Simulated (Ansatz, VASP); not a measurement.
Two plane-wave programs on ZrC

```
Zr C
1.0
     3.18179    0.00000    0.00000
     0.00000    3.18179    0.00000
     0.00000    0.00000    4.11819
Zr C
1 1
Cartesian
  1.5909 1.5909 0.0000
  0.0000 0.0000 0.0000
```

Alike in both runs: functional PBE; k mesh 18 × 18 × 14; occupations gaussian, width 0.1 eV; no spin polarisation.

Ansatz relaxed the structure, and its values are those at the end. VASP's run is a single point on that final structure, the one shown.

|  | VASP | Ansatz |
| --- | --- | --- |
| version | VASP 6.6.1 | Ansatz 0.2.0 |
| potentials or method | VASP PAW PBE potentials, release 64 (Zr_sv, C), cutoff 520 eV | scalar-relativistic, plane waves, PAW |
| valence electrons in the cell | 16 | 16 |

```tsv
	VASP	Ansatz	Ansatz less VASP
gap on the k mesh at the Fermi level (eV)	none	none	-
pressure (GPa)	0.1	0.0	-0.12
```

A gap of «none» marks a metal or a gap that the smearing closes.
